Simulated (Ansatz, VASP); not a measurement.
# One calculation of Re, two programs

The input INCAR:

```
PREC = Accurate
ENCUT = 520
EDIFF = 1E-7
ISMEAR = -1
SIGMA = 0.08
LREAL = False
LASPH = True
NELM = 80
ALGO = Normal
ISIF = 2
LWAVE = False
LCHARG = False
GGA = CA
NBANDS = 10
```

KPOINTS

```
Automatic mesh
0
Gamma
  12 12 12
```

Contents of POSCAR:

```
Re
1.0
    2.5803325610      0.0000000000      0.0000000000
    0.0000000000      2.5803325610      0.0000000000
    0.0000000000      0.0000000000      2.5803325610
Re
1
Direct
    0.0000000000      0.0000000000      0.0000000000
```

Input for Ansatz:

```yaml
crystal:
  lattice:
    - [2.580332561, 0.0, 0.0]
    - [0.0, 2.580332561, 0.0]
    - [0.0, 0.0, 2.580332561]
  atoms:
    - { symbol: Re, position: [0.0, 0.0, 0.0] }
kpoints:
  mp_grid: { grid: [12, 12, 12] }
  band_path:
    path:
      - [0.0, 0.0, 0.0]
      - [0.0, 0.5, 0.0]
      - [0.5, 0.5, 0.0]
      - [0.0, 0.0, 0.0]
      - [0.5, 0.5, 0.5]
      - [0.0, 0.5, 0.0]
      - [0.5, 0.5, 0.5]
      - [0.5, 0.5, 0.0]
    npoints: 5
scf:
  occupations: { method: fermi_dirac, width: 0.08 }
hamiltonian:
  xc: lda
  pseudopotentials: { kind: all_electron, lapw: { basis_error: 0.0005 } }
output:
  forces: true
  stress: true
  eigenvalues: true
```

Alike in both runs: task single point; functional LDA; k mesh 12 × 12 × 12; occupations fermi-dirac, width 0.08 eV; no spin polarisation.

```csv
,VASP,Ansatz
version,VASP 6.6.1,Ansatz 0.2.0
potentials or method,"VASP PAW LDA potentials, release 64 (Re), cutoff 520 eV","all-electron LAPW, scalar-relativistic"
```

Ansatz gave:

```
pressure (GPa) : -12.6
```

Estimate VASP's values.

pressure (GPa): -12.7.

LDA's correlation is that of Perdew and Zunger in VASP and of Perdew and Wang (1992) in Ansatz. Ansatz ran all-electron here, and VASP with PAW potentials.

Neither program's run includes spin-orbit coupling.
